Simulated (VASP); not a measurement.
# V (C2/c) in VASP: relaxation of cell and atoms with PBE

Aim: the relaxation of cell and atoms of V with PBE.

All numbers are computed with VASP 6.6.1; they aren't measurements. Logs are shortened: lines on timing, memory, paths and dates and some standing lists are left out, and cuts for length are marked.

### 1 The cell of the first run

It takes space group C2/c (No. 15, monoclinic). Conventional cell: a = 5.508 Å, b = 3.285 Å, c = 7.291 Å, α = 90.00°, β = 102.17°, γ = 90.00°. V (site symmetry 1) has 1 V at 1.49 Å within 2.0 Å.

### 2 Relaxation of cell and atoms, PBE

The input, INCAR:

```
PREC     = Accurate       # precision mode
ENCUT    = 500            # plane-wave cutoff, eV
EDIFF    = 1E-7           # SCF threshold, eV
ISMEAR   = 0              # smearing method
SIGMA    = 0.1            # smearing width, eV
LREAL    = False          # projectors in reciprocal space
LASPH    = True           # aspherical terms in the spheres
NELM     = 120            # most SCF steps
ALGO     = Normal         # electronic algorithm
ISIF     = 3              # what is computed and relaxed
LWAVE    = False          # write WAVECAR
LCHARG   = False          # write CHGCAR
GGA      = PE             # functional
IBRION   = 2              # ionic algorithm
NSW      = 90             # ionic steps
EDIFFG   = -0.04          # ionic threshold
GGA_COMPAT= False        
NELMIN   = 4
```

The input, KPOINTS:

```
Automatic mesh
0
Gamma
  6 6 4
```

The input, POSCAR:

```
V
1.0
    2.7539923963     -1.6423809200      0.0000000000
    2.7539923963      1.6423809200      0.0000000000
   -1.5369480765      0.0000000000      7.1267214360
V
4
Direct
    0.9680000000      0.6020000000      0.0997000000
    0.3980000000      0.0320000000      0.4003000000
    0.0320000000      0.3980000000      0.9003000000
    0.6020000000      0.9680000000      0.5997000000
```

Potentials or basis: VASP PAW PBE potentials, release 64 (V_sv).

On the command line:

```sh
$ cat potpaw_PBE.64/V_sv/POTCAR > POTCAR
$ mpirun -np 1 vasp_std > vasp.out
```

OUTCAR:

```text
PREC = Accurate
   ENCUT = 500
   EDIFF = 1E-7
   ISMEAR = 0
   LREAL = False
   LASPH = True
   NELM = 120
   ISIF = 3
   GGA = PE
   IBRION = 2
   NSW = 90
   EDIFFG = -0.04
   NELMIN = 4

 ion  position               nearest neighbor table
   1  0.968  0.602  0.100-   3 1.49   2 2.83   2 2.83   2 2.87
   2  0.398  0.032  0.400-   4 1.49   1 2.83   1 2.83   1 2.87
   3  0.032  0.398  0.900-   1 1.49   4 2.83   4 2.83   4 2.87
   4  0.602  0.968  0.600-   2 1.49   3 2.83   3 2.83   3 2.87

  LATTYP: Found a base centered monoclinic cell.
 ALAT       =     5.5079847926
 B/A-ratio  =     0.5963636364
 C/A-ratio  =     1.3236360154
 COS(beta)  =    -0.2108132423

  Lattice vectors:

 A1 = (   2.7539923963,  -1.6423809200,   0.0000000000)
 A2 = (   2.7539923963,   1.6423809200,   0.0000000000)
 A3 = (  -1.5369480765,   0.0000000000,   7.1267214360)

Analysis of symmetry for initial positions (statically):
=====================================================================
 Subroutine PRICEL returns:
 Original cell was already a primitive cell.

 Routine SETGRP: Setting up the symmetry group for a
 base centered monoclinic supercell.

 Subroutine GETGRP returns: Found  4 space group operations
 (whereof  2 operations were pure point group operations)
 out of a pool of  4 trial point group operations.

The static configuration has the point symmetry S_2 .
 The point group associated with its full space group is C_2h.

Analysis of symmetry for dynamics (positions and initial velocities):
=====================================================================
 Subroutine PRICEL returns:
 Original cell was already a primitive cell.

 Routine SETGRP: Setting up the symmetry group for a
 base centered monoclinic supercell.

 Subroutine GETGRP returns: Found  4 space group operations
 (whereof  2 operations were pure point group operations)
 out of a pool of  4 trial point group operations.

The dynamic configuration has the point symmetry S_2 .
 The point group associated with its full space group is C_2h.

 Subroutine INISYM returns: Found  4 space group operations
 (whereof  2 operations are pure point group operations),
 and found     1 'primitive' translations

----------------------------------------------------------------------------------------

                                     Primitive cell

  volume of cell :      64.4698

  direct lattice vectors                    reciprocal lattice vectors
     2.753992396 -1.642380920  0.000000000     0.181554604 -0.304436074  0.039154049
     2.753992396  1.642380920  0.000000000     0.181554604  0.304436074  0.039154049
    -1.536948077  0.000000000  7.126721436     0.000000000  0.000000000  0.140316976

  length of vectors
     3.206538508  3.206538508  7.290567044     0.356618055  0.356618055  0.140316976

  position of ions in fractional coordinates (direct lattice)
     0.968000000  0.602000000  0.099700000
     0.398000000  0.032000000  0.400300000
     0.032000000  0.398000000  0.900300000
     0.602000000  0.968000000  0.599700000

  ion indices of the primitive-cell ions
   primitive index   ion index
                 1           1
                 2           2
                 3           3
                 4           4

----------------------------------------------------------------------------------------

 KPOINTS: Automatic mesh

Automatic generation of k-mesh.
 Grid dimensions read from file:
 generate k-points for:    6    6    4

 Generating k-lattice:

  Cartesian coordinates                     Fractional coordinates (reciprocal lattice)
     0.030259101 -0.050739346  0.006525675     0.166666667  0.000000000  0.000000000
     0.030259101  0.050739346  0.006525675     0.000000000  0.166666667  0.000000000
     0.000000000  0.000000000  0.035079244     0.000000000  0.000000000  0.250000000

  Length of vectors
     0.059436343  0.059436343  0.035079244

  Shift w.r.t. Gamma in fractional coordinates (k-lattice)
     0.000000000  0.000000000  0.000000000

 Subroutine IBZKPT returns following result:
 ===========================================

 Found     47 irreducible k-points:

 Following reciprocal coordinates:
            Coordinates               Weight
  0.000000  0.000000  0.000000      1.000000
  0.166667  0.000000  0.000000      4.000000
  0.333333  0.000000  0.000000      4.000000
  0.500000 -0.000000  0.000000      2.000000
  0.166667  0.166667  0.000000      2.000000
  0.333333  0.166667  0.000000      4.000000
[... 16 lines left out ...]
 -0.333333  0.166667  0.250000      4.000000
 -0.166667  0.166667  0.250000      4.000000
 [... further k-points ...]
   k-points           NKPTS =     47   k-points in BZ     NKDIM =     47   number of bands    NBANDS=     31
   number of dos      NEDOS =    301   number of ions     NIONS =      4
   total plane-waves  NPLWV =  31104
   dimension x,y,z NGX =    24 NGY =   24 NGZ =   54
   dimension x,y,z NGXF=    48 NGYF=   48 NGZF=  108
   ions per type =               4
   NGX,Y,Z   is equivalent  to a cutoff of  12.44, 12.44, 12.31 a.u.
   NGXF,Y,Z  is equivalent  to a cutoff of  24.89, 24.89, 24.63 a.u.
 SYSTEM =  unknown system
   PREC   = accura    normal or accurate (medium, high low for compatibility)
   ISTART =      0    job   : 0-new  1-cont  2-samecut
   ICHARG =      2    charge: 1-file 2-atom 10-const
   ISPIN  =      1    spin polarized calculation?
   LNONCOLLINEAR =      F non collinear calculations
   LSORBIT =      F    spin-orbit coupling
   LASPH  =      T    aspherical Exc in radial PAW
   ENCUT  =  500.0 eV  36.75 Ry    6.06 a.u.   5.85  5.85 13.29*2*pi/ulx,y,z
   NELM   =    120;   NELMIN=  4; NELMDL= -5     # of ELM steps
   EDIFF  = 0.1E-06   stopping-criterion for ELM
   LREAL  =      F    real-space projection
   EDIFFG = -.4E-01   stopping-criterion for IOM
   NSW    =     90    number of steps for IOM
   IBRION =      2    ionic relax: 0-MD 1-quasi-New 2-CG
   NFREE  =      1    steps in history (QN), initial steepest desc. (CG)
   ISIF   =      3    stress and relaxation
   ISYM   =      2    0-nonsym 1-usesym 2-fastsym
   POTIM  = 0.5000    time-step for ionic-motion
   TEBEG  =    0.0;   TEEND  =   0.0 temperature during run
   PSTRESS=    0.0 pullay stress
   NELECT =      52.0000    total number of electrons
   NUPDOWN=      -1.0000    fix difference up-down
   EMIN   =  10.00;   EMAX   =-10.00  energy-range for DOS
   EFERMI =   0.00;   METHOD = LEGACY
   ISMEAR =     0;   SIGMA  =   0.10  broadening in eV -4-tet -1-fermi 0-gaus
   EFERMI_NEDOS =   21; number of points for ismear=-14 and -15
   IALGO  =     38    algorithm
   IMIX   =      4    mixing-type and parameters
     AMIX     =   0.40;   BMIX     =  1.00
     AMIX_MAG =   1.60;   BMIX_MAG =  1.00
  volume/ion in A,a.u.               =      16.12       108.77
  Fermi-wavevector in a.u.,A,eV,Ry     =   1.523902  2.879758 31.596516  2.322278
  Thomas-Fermi vector in A             =   2.632282
   LORBIT       =      0    0 simple, 1 ext, 2 COOP (PROOUT), +10 PAW based schemes
   GGA     = PE    functional components
   LHFCALC =     F    Hartree Fock is set to
   AEXX    =    0.0000 exact exchange contribution
   IVDW    =     0    specifies the selected vdW correction
   LEPSILON=     F    determine dielectric tensor
   LRPA    =     F    only Hartree local field effects (RPA)
 conjugate gradient relaxation of ions
 non-spin polarized calculation
 Gauss-broadening in eV      SIGMA  =   0.10
  energy-cutoff  :      500.00
  volume of cell :       64.47
 maximum number of plane-waves:      1652
   NGX = 11   NGY = 11   NGZ = 27

--------------------------------------- Ionic step        1  -------------------------------------------

 number of electron      52.0000009 magnetization

 Free energy of the ion-electron system (eV)
  ---------------------------------------------------
  ext. energy  EPLUGINS =         0.00000000
  ---------------------------------------------------
  free energy    TOTEN  =       -23.83785217 eV

  energy without entropy =      -23.82517642  energy(sigma->0) =      -23.83151429

------------------------ aborting loop because EDIFF is reached ----------------------------------------

  FORCE on cell =-STRESS in cart. coord.  units (eV):
  Direction    XX          YY          ZZ          XY          YZ          ZX
  --------------------------------------------------------------------------------------
  -------------------------------------------------------------------------------------
  Total       -5.6198648      2.6187993     86.9594617      0.0000000      0.0000000      4.9372673
  in kB     -139.6625735     65.0813252   2161.0808644      0.0000000      0.0000000    122.6989423
  external PRESSURE =     695.4998720 kB  Pullay stress =       0.0000000 kB
[... 2571 lines left out ...]
     30      11.6161      0.00000
     31      11.9496      0.00000

 [... further k-points ...]

[... ionic steps 4 to 66 ...]

--------------------------------------- Ionic step       67  -------------------------------------------

 number of electron      52.0000044 magnetization

------------------------ aborting loop because EDIFF is reached ----------------------------------------

  FORCE on cell =-STRESS in cart. coord.  units (eV):
  Direction    XX          YY          ZZ          XY          YZ          ZX
  --------------------------------------------------------------------------------------
  -------------------------------------------------------------------------------------
  Total       -0.0889525     -0.1061908     -0.2511794      0.0000000      0.0000000     -0.0445255
  in kB       -2.6367993     -3.1477897     -7.4456558      0.0000000      0.0000000     -1.3198598
  external PRESSURE =      -4.4100816 kB  Pullay stress =       0.0000000 kB
[... 61 lines left out ...]
  energy  without entropy=      -35.8217681604  energy(sigma->0) =      -35.84356111

--------------------------------------- Ionic step       69  -------------------------------------------

 number of electron      52.0000042 magnetization

 Free energy of the ion-electron system (eV)
  ---------------------------------------------------
  ext. energy  EPLUGINS =         0.00000000
  ---------------------------------------------------
  free energy    TOTEN  =       -35.86577431 eV

  energy without entropy =      -35.82232340  energy(sigma->0) =      -35.84404886

 E-fermi :   9.6958     XC(G=0): -12.8997

 val. band max:        9.6925766602   @ k =  -0.1667   0.5000   0.2500
 cond. band min:       9.6978408471   @ k =   0.3333   0.0000   0.2500
 fundamental gap:      0.0052641869
 Fermi energy:         9.6958418310

 k-point     1 :       0.0000    0.0000    0.0000
  band No.  band energies     occupation
      1     -54.0283      2.00000
      2     -53.9291      2.00000
      3     -53.9259      2.00000
      4     -53.8252      2.00000
      5     -28.2281      2.00000
      6     -27.7935      2.00000
[... 838 lines left out ...]
  FREE ENERGIE OF THE ION-ELECTRON SYSTEM (eV)
  ---------------------------------------------------
  free  energy   TOTEN  =       -35.8657743062 eV

  energy  without entropy=      -35.8223234043  energy(sigma->0) =      -35.84404886

 reached required accuracy - stopping structural energy minimisation
```

It took 23 min on 1 thread of Intel Xeon 6975P-C (Granite Rapids), shared host; peak memory 0.24 GiB.

What came out:

```yaml
Free_energy: -35.8658 eV
Relaxed_volume: 13.48 Å³/atom
Relaxed_cell: a = 2.602 Å, b = 2.602 Å, c = 8.391 Å, α = 90.23°, β = 90.23°, γ = 71.75°
Space_group_after_relaxing_to_0.05_Å: I4/mmm (No. 139)
Energy_gained_by_relaxing: 3007.0 meV/atom
Ionic_steps: 69
Pressure_after_relaxing: 0.0 GPa
Largest_force_after_relaxing: 0.022 eV/Å
Band_gap_on_the_k_mesh: zero (band 26 reaches 10.74 eV, above the bottom of band 27 at 9.33 eV)
```

Forces in eV/Å, atoms in the order of the input:
```
V   -0.015 -0.003  0.016
V    0.015 -0.003 -0.016
V    0.015  0.003 -0.016
V   -0.015  0.003  0.016
```

The path:
```csv
step,energy change (eV),largest force (eV/Å),pressure (GPa),volume (Å³)
1,0.0000,30.4163,69.55,64.47
3,4.5575,4.7283,35.61,90.88
5,-1.2661,3.7142,13.74,76.77
7,-4.1149,5.5296,7.32,67.56
9,-4.7631,5.2812,7.93,65.24
11,-4.8965,5.1587,8.18,64.66
13,-4.9278,5.1246,8.26,64.52
15,-4.9355,5.1160,8.27,64.48
17,-4.9374,5.1142,8.25,64.47
19,-4.9378,5.1134,8.26,64.47
21,-8.4181,1.0167,-17.30,75.69
23,-10.0895,1.8353,1.23,58.69
25,-10.1132,2.2556,7.40,56.22
27,-11.1566,0.5088,8.39,52.59
29,-11.3371,0.3400,-4.78,56.37
31,-11.5615,0.2645,0.72,54.38
33,-11.5812,0.1250,-1.34,55.16
35,-11.5884,0.0943,0.47,54.59
37,-11.5946,0.1330,-0.11,54.77
39,-11.6011,0.2121,-1.57,55.23
41,-11.6261,0.3318,-1.45,55.15
43,-11.6631,0.9001,0.44,54.58
45,-11.6740,0.7679,-0.25,54.76
47,-11.7034,0.8430,-0.01,54.62
49,-11.6581,0.9522,3.54,53.71
51,-11.7709,0.8420,0.68,54.35
53,-11.8488,0.2295,-2.22,54.85
55,-11.9094,0.2924,-0.83,54.39
57,-11.9310,0.1448,10.11,51.30
59,-12.0091,0.1358,1.48,53.50
61,-12.0149,0.1083,-0.67,54.14
63,-12.0253,0.0421,0.04,53.90
65,-12.0269,0.0169,0.45,53.78
67,-12.0274,0.0291,-0.44,54.05
69,-12.0279,0.0221,-0.05,53.93
```

Final structure:
```
V
1.0
     2.10309   -1.52459    0.14448
     2.10309    1.52459    0.14448
    -0.61704    0.00000    8.36824
V
4
Direct
  0.74996 0.75118 0.12473
  0.24882 0.25004 0.37527
  0.25004 0.24882 0.87527
  0.75118 0.74996 0.62473
```

Levels at points of the mesh, in eV from the Fermi level:
```
           k point  band 23  band 24  band 25  band 26  band 27  band 28  band 29  band 30
(0.00, 0.00, 0.00)    -0.50     0.04     0.08     0.31     0.38     0.54     1.82     1.96
(0.50, 0.00, 0.00)    -1.07    -1.02    -0.51    -0.49     1.55     1.59     2.20     2.22
(0.50, 0.50, 0.00)    -1.54    -1.29     0.62     0.66     1.60     1.61     1.73     2.58
(0.00, 0.00, 0.50)     0.10     0.10     0.44     0.44     0.63     0.63     0.77     0.77
(0.50, 0.00, 0.50)    -0.95    -0.95     0.34     0.34     0.37     0.37     2.24     2.24
(0.50, 0.50, 0.50)    -0.78    -0.78     0.08     0.08     2.00     2.00     2.57     2.57
```

Caveat: the k points lie up to 0.42 Å⁻¹ apart in the final cell; the volume moved by over 15 % at a fixed basis, so the end points are rough.
